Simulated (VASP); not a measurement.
Write the native input for VASP 6.6.1 that does the following.

```yaml
Task: relaxation of cell and atoms
Functional: PBE
Potentials_or_basis: VASP PAW PBE potentials, release 64 (Li_sv, Sc_sv, Zn, C, N)
Cutoff: 600 eV
k_mesh: 4 × 4 × 4
Occupations: gaussian, width 0.02 eV
Spin: no spin polarisation
Dipole_correction: no
Further_INCAR_settings: LREAL = Auto; ALGO = Normal; EDIFF = 1e-06; IBRION = 2; EDIFFG = -0.01; NSW = 100; ISIF = 3
```

The structure of LiScZnC6N6 lies in POSCAR:

```
LiScZnC6N6
1.0
    0.0000000000      5.6124945415      5.6124945415
    5.6124945415      0.0000000000      5.6124945415
    5.6124945415      5.6124945415      0.0000000000
Li Sc Zn C N
1 1 1 6 6
Direct
    0.2500000000      0.2500000000      0.2500000000
    0.0000000000      0.0000000000      0.0000000000
    0.5000000000      0.5000000000      0.5000000000
    0.7944446388      0.2055553612      0.2055553612
    0.7944446388      0.2055553612      0.7944446388
    0.7944446388      0.7944446388      0.2055553612
    0.2055553612      0.7944446388      0.7944446388
    0.2055553612      0.7944446388      0.2055553612
    0.2055553612      0.2055553612      0.7944446388
    0.6905187200      0.3094812800      0.3094812800
    0.6905187200      0.3094812800      0.6905187200
    0.6905187200      0.6905187200      0.3094812800
    0.3094812800      0.6905187200      0.6905187200
    0.3094812800      0.6905187200      0.3094812800
    0.3094812800      0.3094812800      0.6905187200
```

These files were run (other wordings do the same):

INCAR

```
PREC = Accurate ; ENCUT = 600
EDIFF = 1E-6 ; ISMEAR = 0
SIGMA = 0.02 ; LREAL = Auto
LASPH = T ; NELM = 60
ALGO = Normal ; ISIF = 3
LWAVE = F ; LCHARG = F
GGA = PE ; IBRION = 2
NSW = 100 ; EDIFFG = -0.01
```

KPOINTS

```
Automatic mesh
0
Gamma
  4 4 4
```

Potentials or basis: VASP PAW PBE potentials, release 64 (Li_sv, Sc_sv, Zn, C, N).

Run with:

```bash
$ cat potpaw_PBE.64/Li_sv/POTCAR potpaw_PBE.64/Sc_sv/POTCAR potpaw_PBE.64/Zn/POTCAR potpaw_PBE.64/C/POTCAR potpaw_PBE.64/N/POTCAR > POTCAR
$ mpirun -np 1 vasp_std > vasp.out
```

Results of the run:

| Quantity | Value |
| --- | --- |
| Relaxed volume | 23.74 Å³/atom |
| Relaxed cell | a = 7.956 Å, b = 7.956 Å, c = 7.956 Å, α = 60.00°, β = 60.00°, γ = 60.00° |
| Space group after relaxing (to 0.1 Å) | F-43m (No. 216) |
| Energy gained by relaxing | 0.4 meV/atom |
| Ionic steps | 6 |
| Pressure after relaxing | 0.0 GPa |
| Largest force after relaxing | 0.010 eV/Å |
| Band gap on the k mesh | 3.41 eV (least direct gap 3.49 eV) |

Caveat: the cutoff is under 1.25 times the usual one of these potentials, so pressure, stress and relaxed cells hold a basis-set (Pulay) error.

Wall time 29 min on 1 thread of Oxide Virtual Turin-like Processor, with other jobs on the host, peak memory 0.68 GiB.
